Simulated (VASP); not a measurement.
Set up this calculation in VASP 6.6.1, as the native input.

```yaml
Task: relaxation of cell and atoms
Functional: PBE
Potentials_or_basis: VASP PAW PBE potentials, release 64 (Mo_sv, W_sv)
Cutoff: 600 eV
k_mesh: 6 × 6 × 6
Occupations: gaussian, width 0.1 eV
Spin: no spin polarisation
Dipole_correction: no
Further_INCAR_settings: ALGO = Normal; EDIFF = 1e-06; IBRION = 2; EDIFFG = -0.04; NSW = 90; ISIF = 3
```

The structure of MoW2 lies in POSCAR:

```
MoW2
1.0
    4.6208491330      0.0000000000      0.0000000000
   -2.3104245665      4.0017727362      0.0000000000
    0.0000000000      0.0000000000      2.6839394409
Mo W
1 2
Direct
    0.0000000000      0.0000000000      0.0000000000
    0.3333333333      0.6666666667      0.5000000000
    0.6666666667      0.3333333333      0.5000000000
```

The input as run:

INCAR

```
PREC     = Accurate       # precision mode
ENCUT    = 600            # plane-wave cutoff, eV
EDIFF    = 1E-6           # SCF threshold, eV
ISMEAR   = 0              # smearing method
SIGMA    = 0.1            # smearing width, eV
LREAL    = F              # projectors in reciprocal space
LASPH    = T              # aspherical terms in the spheres
NELM     = 80             # most SCF steps
ALGO     = Normal         # electronic algorithm
ISIF     = 3              # what is computed and relaxed
LWAVE    = F              # write WAVECAR
LCHARG   = F              # write CHGCAR
GGA      = PE             # functional
IBRION   = 2              # ionic algorithm
NSW      = 90             # ionic steps
EDIFFG   = -0.04          # ionic threshold
```

KPOINTS

```
Automatic mesh
0
Gamma
  6 6 6
```

Potentials or basis: VASP PAW PBE potentials, release 64 (Mo_sv, W_sv).

Launch:

```bash
$ cat potpaw_PBE.64/Mo_sv/POTCAR potpaw_PBE.64/W_sv/POTCAR > POTCAR
$ mpirun -np 1 vasp_std > vasp.out
```

It gave:

```
Relaxed volume                         : 16.48 Å³/atom
Relaxed cell                           : a = 4.704 Å, b = 4.704 Å, c = 2.581 Å, α = 90.00°, β = 90.00°, γ = 120.00°
Space group after relaxing (to 0.05 Å) : P6/mmm (No. 191)
Energy gained by relaxing              : 40.2 meV/atom
Ionic steps                            : 6
Pressure after relaxing                : 0.0 GPa
Band gap on the k mesh                 : zero (band 21 reaches 11.50 eV, above the bottom of band 22 at 10.58 eV)
```

Caveat: the k points lie up to 0.41 Å⁻¹ apart in the final cell; spin-orbit coupling is left out, which moves the levels of the heavy elements.

It took 99 s on 1 thread of Intel(R) Xeon(R) Platinum 8559C (Emerald Rapids) (shared host), peak memory 0.21 GiB.
